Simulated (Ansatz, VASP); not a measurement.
# MgO: VASP beside Ansatz

INCAR

```
PREC = Accurate
ENCUT = 600
EDIFF = 1E-6
ISMEAR = 0
SIGMA = 0.1
LREAL = F
LASPH = T
NELM = 100
ALGO = Normal
ISIF = 3
LWAVE = F
LCHARG = F
GGA = PE
IBRION = 2
NSW = 90
EDIFFG = -0.04
```

Contents of KPOINTS:

```
regular mesh
0
Gamma
  4 4 4
```

File POSCAR:

```
MgO
1.0
    5.2158006400      0.0000000000      0.0000000000
    0.0000000000      5.2158006400      0.0000000000
    0.0000000000      0.0000000000      5.2158006400
Mg O
4 4
Direct
    0.8750000000      0.8750000000      0.8750000000
    0.6250000000      0.1250000000      0.3750000000
    0.1250000000      0.3750000000      0.6250000000
    0.3750000000      0.6250000000      0.1250000000
    0.3750000000      0.3750000000      0.3750000000
    0.1250000000      0.6250000000      0.8750000000
    0.6250000000      0.8750000000      0.1250000000
    0.8750000000      0.1250000000      0.6250000000
```

Input for Ansatz:

```yaml
crystal:
  lattice:
    - [5.21580064, 0.0, 0.0]
    - [0.0, 5.21580064, 0.0]
    - [0.0, 0.0, 5.21580064]
  atoms:
    - { symbol: Mg, position: [0.875, 0.875, 0.875] }
    - { symbol: Mg, position: [0.625, 0.125, 0.375] }
    - { symbol: Mg, position: [0.125, 0.375, 0.625] }
    - { symbol: Mg, position: [0.375, 0.625, 0.125] }
    - { symbol: O, position: [0.375, 0.375, 0.375] }
    - { symbol: O, position: [0.125, 0.625, 0.875] }
    - { symbol: O, position: [0.625, 0.875, 0.125] }
    - { symbol: O, position: [0.875, 0.125, 0.625] }
basis:
  ecutwfc: 420
kpoints:
  mp_grid: { grid: [4, 4, 4] }
hamiltonian:
  xc: pbe
scf:
  occupations: { method: gaussian, width: 0.1 }
  lower_state_search: "off"
output:
  forces: true
  stress: true
  eigenvalues: true
relax:
  adjacent_minimum: "off"
  f_tol: 0.04
  max_steps: 70
  cell: { stress_tol: 0.4 }
```

Alike in both runs: task relaxation of cell and atoms; functional PBE; k mesh 4 × 4 × 4; occupations gaussian, width 0.1 eV; no spin polarisation.

|  | VASP | Ansatz |
| --- | --- | --- |
| version | VASP 6.6.1 | Ansatz 0.2.0 |
| potentials or method | VASP PAW PBE potentials, release 64 (Mg, O), cutoff 600 eV | scalar-relativistic, plane waves, PAW |
| valence electrons in the cell | 32 | 64 |

```csv
,VASP,Ansatz,Ansatz less VASP
"gap on the k mesh at the Fermi level, each at its own relaxed structure (eV)",1.74,1.75,+0.012
relaxed volume (Å³/atom),19.55,19.60,+0.041
relaxed length of the cell vector where the two differ most in proportion (Å),5.388,5.392,+0.0038
```

VASP's potentials hold 32 valence electrons a cell and Ansatz's 64, so a difference there can come from the potentials and not from the codes.
